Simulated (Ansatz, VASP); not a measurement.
# One calculation of Ge, two programs

```
Ge
1.0
     1.50194   -2.79555    0.00000
     1.50194    2.79555    0.00000
     0.00000    0.00000    2.69823
Ge
1
Direct
  0.50000 0.50000 0.00000
```

Change from the starting cell: strain +0.0750 x Voigt [1, 1, 0, 0, 0, 0], atoms carried along.

Alike in both runs: task single point; functional PBE; k mesh 20 × 20 × 18; occupations gaussian, width 0.15 eV; no spin polarisation.

|  | VASP | Ansatz |
| --- | --- | --- |
| version | VASP 6.6.1 | Ansatz 0.2.0 |
| potentials or method | VASP PAW PBE potentials, release 64 (Ge_d), cutoff 520 eV | scalar-relativistic, plane waves, PAW |
| valence electrons in the cell | 14 | 14 |

Ansatz gave:

- gap on the k mesh at the Fermi level (eV): none
- pressure (GPa): -6.7
- traceless stress, the component that is largest in VASP (GPa): 4.96

Task: Which values does VASP return?

Result: gap on the k mesh at the Fermi level (eV): none; pressure (GPa): -6.8; traceless stress, the component that is largest in VASP (GPa): 4.96.

A gap of «none» marks a metal or a gap that the smearing closes. The functional is the same, so the differences come from potentials, cutoffs and numerics.
